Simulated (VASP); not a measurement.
Input of a VASP 6.6.1 run:

INCAR

```
SYSTEM = Si2W
  ALGO = Normal
  EDIFF = 1E-6
  ENCUT = 520
  GGA = PE
  ISIF = 2
  ISMEAR = 0
  LASPH = .TRUE.
  LCHARG = .TRUE.
  LELF = .TRUE.
  LREAL = .FALSE.
  LVHAR = .TRUE.
  LWAVE = .FALSE.
  NBANDS = 43
  NELM = 80
  PREC = Accurate
  SIGMA = 0.03
```

File KPOINTS:

```
k-points
0
G
  9 9 6
  0 0 0
```

Contents of POSCAR:

```
Si2W
1.0
    4.5661651910      0.0000000000      0.0000000000
   -2.2830825955      3.9544150533      0.0000000000
    0.0000000000      0.0000000000      6.7880611730
Si W
6 3
Direct
    0.8676230516      0.7352461033      0.5000000000
    0.1323769484      0.8676230516      0.8333333333
    0.7352461033      0.8676230516      0.1666666667
    0.1323769484      0.2647538967      0.5000000000
    0.8676230516      0.1323769484      0.8333333333
    0.2647538967      0.1323769484      0.1666666667
    0.0000000000      0.5000000000      0.1666666667
    0.5000000000      0.5000000000      0.8333333333
    0.5000000000      0.0000000000      0.5000000000
```

Potentials or basis: VASP PAW PBE potentials, release 64 (Si, W_sv).

Launch:

```bash
$ cat potpaw_PBE.64/Si/POTCAR potpaw_PBE.64/W_sv/POTCAR > POTCAR
$ mpirun -np 1 vasp_std > vasp.out
```

Q: What does it give for the band gap on the k mesh?

A: Zero (band 33 reaches 12.21 eV, above the bottom of band 34 at 11.62 eV).

Q: What does it give for the largest force?

A: 6.828 eV/Å.

Forces on the atoms (eV/Å):
```
Si   0.000 -6.828  0.000
Si   5.913 -3.414  0.000
Si  -5.913 -3.414  0.000
Si   0.000  6.828  0.000
Si  -5.913  3.414  0.000
Si   5.913  3.414  0.000
W    0.000  0.000  0.000
W    0.000  0.000  0.000
W    0.000  0.000  0.000
```

Caveat: spin-orbit coupling is left out, which moves the levels of the heavy elements; forces of over 1 eV/Å act on the atoms, so gaps and moduli don't describe the material at rest.
